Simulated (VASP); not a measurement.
Runs of VASP 6.6.1 on Sc. The structure is that of space group Pm-3m (No. 221), or close to it. The cells are those of the table. 

```tsv
cell	k mesh	gap on the mesh (eV)	pressure (GPa)
a = 3.124 Å, 1 atom	12 × 12 × 12	none	-3.2
a = 3.008 Å, 1 atom	17 × 17 × 17	none	0.0
a = 3.086 Å, 1 atom	12 × 12 × 12	none	-2.3
a = 3.048 Å, 1 atom	12 × 12 × 12	none	(a)
a = 3.008 Å, 1 atom	12 × 12 × 12	none	0.0
```

Alike in all rows: task single point; level revPBE; potentials or basis VASP PAW PBE potentials, release 64 (Sc_sv); no spin polarisation; cutoff (eV) 520; smearing fermi-dirac 0.1 eV.

**Question.** Estimate the missing entries.

**Answer.** (a) -1.2.

Caveats: the PAW data sets were made with another functional, which shifts forces and pressure a little.

A gap of «none» marks levels without a gap at the run's occupations.
